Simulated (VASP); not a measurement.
Wanted: the native input for a VASP 6.6.1 run.

* Task: single point
* Functional: PBE
* Potentials or basis: VASP PAW PBE potentials, release 64 (Mo_sv, S)
* Cutoff: 520 eV
* k mesh: 12 × 12 × 2
* Occupations: gaussian, width 0.02 eV
* Spin: no spin polarisation
* Dipole correction: no
* Further INCAR settings: ALGO = Normal; EDIFF = 1e-07; NBANDS = 49

The structure of MoS2 lies in POSCAR:

```
MoS2
1.0
    3.1851766528      0.0000000000      0.0000000000
   -1.5925883264      2.7584438968      0.0000000000
    0.0000000000      0.0000000000     22.3150048317
Mo S
3 6
Direct
    0.0000000000      0.0000000000      0.0002222305
    0.6666666667      0.3333333333      0.3335555638
    0.3333333333      0.6666666667      0.6668888972
    0.3333333333      0.6666666667      0.2635336134
    0.6666666667      0.3333333333      0.0702431561
    0.0000000000      0.0000000000      0.5968669467
    0.3333333333      0.6666666667      0.4035764895
    0.6666666667      0.3333333333      0.9302002800
    0.0000000000      0.0000000000      0.7369098228
```

These files were run (other wordings do the same):

INCAR

```
PREC = Accurate
ENCUT = 520
EDIFF = 1E-7
ISMEAR = 0
SIGMA = 0.02
LREAL = F
LASPH = T
NELM = 80
ALGO = Normal
ISIF = 2
LWAVE = F
LCHARG = F
GGA = PE
NBANDS = 49
```

KPOINTS

```
regular mesh
0
Gamma
  12 12 2
```

Potentials or basis: VASP PAW PBE potentials, release 64 (Mo_sv, S).

Command:

```sh
$ cat potpaw_PBE.64/Mo_sv/POTCAR potpaw_PBE.64/S/POTCAR > POTCAR
$ mpirun -np 1 vasp_std > vasp.out
```

Results of the run:

```yaml
Pressure: -0.1 GPa
Largest_force: 0.011 eV/Å
Band_gap_on_the_k_mesh: 1.46 eV
```

Caveat: this functional lacks dispersion, which binds layers or chains, so the pressure and a relaxed spacing across them are unreliable.

Run time: 5.3 min on 1 thread of Oxide Virtual Turin-like Processor, on a shared host, peak memory 0.43 GiB.
